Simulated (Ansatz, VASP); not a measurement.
## One calculation of Ge, two programs

```
Ge
1.0
     0.00000    2.77896    2.77896
     2.77896    0.00000    2.77896
     2.77896    2.77896    0.00000
Ge
2
Direct
  0.00000 0.00000 0.00000
  0.25000 0.25000 0.25000
```

Alike in both runs: task single point; functional r2SCAN; k mesh 6 × 6 × 6; occupations fermi-dirac, width 0.02 eV; no spin polarisation.

|  | VASP | Ansatz |
| --- | --- | --- |
| version | VASP 6.6.1 | Ansatz 0.2.0 |
| potentials or method | VASP PAW PBE potentials, release 64 (Ge_d) | plane waves, PAW |
| plane-wave cutoff (eV) | 520 | 500 |
| valence electrons in the cell | 28 | 28 |

```csv
,VASP,Ansatz,Ansatz less VASP
pressure (GPa),5.2,5.1,-0.10
```

VASP's potentials were made for PBE, not for r2SCAN.
